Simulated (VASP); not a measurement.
Wanted: the native input for a VASP 6.6.1 run.

* Task: relaxation of shape and atoms at fixed volume
* Functional: PBE
* Potentials or basis: VASP PAW PBE potentials, release 64 (Ba_sv)
* Cutoff: 600 eV
* k mesh: 12 × 12 × 8
* Occupations: gaussian, width 0.1 eV
* Spin: no spin polarisation
* Dipole correction: no
* Further INCAR settings: ALGO = Fast; EDIFF = 1e-07; IBRION = 2; EDIFFG = -0.01; NSW = 50; ISIF = 4

The structure of Ba lies in POSCAR:

```
Ba
1.0
    4.6043334373      0.0000000000      0.0000000000
   -2.3021667187      3.9874697242      0.0000000000
    0.0000000000      0.0000000000      7.5926926420
Ba
2
Direct
    0.3333333333      0.6666666667      0.7500000000
    0.6666666667      0.3333333333      0.2500000000
```

This isn't the form of Ba at room conditions, which is bcc.

One way to write it, as run:

INCAR

```
SYSTEM = Ba
PREC = Accurate
ENCUT = 600
EDIFF = 1E-7
ISMEAR = 0
SIGMA = 0.1
LREAL = .False.
LASPH = .True.
NELM = 100
ALGO = Fast
ISIF = 4
LWAVE = .False.
LCHARG = .False.
GGA = PE
IBRION = 2
NSW = 50
EDIFFG = -0.01
```

KPOINTS

```
Automatic mesh
0
Gamma
  12 12 8
  0 0 0
```

Potentials or basis: VASP PAW PBE potentials, release 64 (Ba_sv).

Launch:

```sh
$ cat potpaw_PBE.64/Ba_sv/POTCAR > POTCAR
$ mpirun -np 1 vasp_std > vasp.out
```

Results of the run:

```json
{
  "Pressure after relaxing": "-0.6 GPa",
  "Band gap on the k mesh": "zero (bands 10 and 11 overlap by 0.27 eV)"
}
```

Caveat: spin-orbit coupling is left out, which moves the levels of the heavy elements.

It took 4.3 min on 1 thread of Intel Xeon 8259CL, with other jobs on the host, peak memory 0.44 GiB.
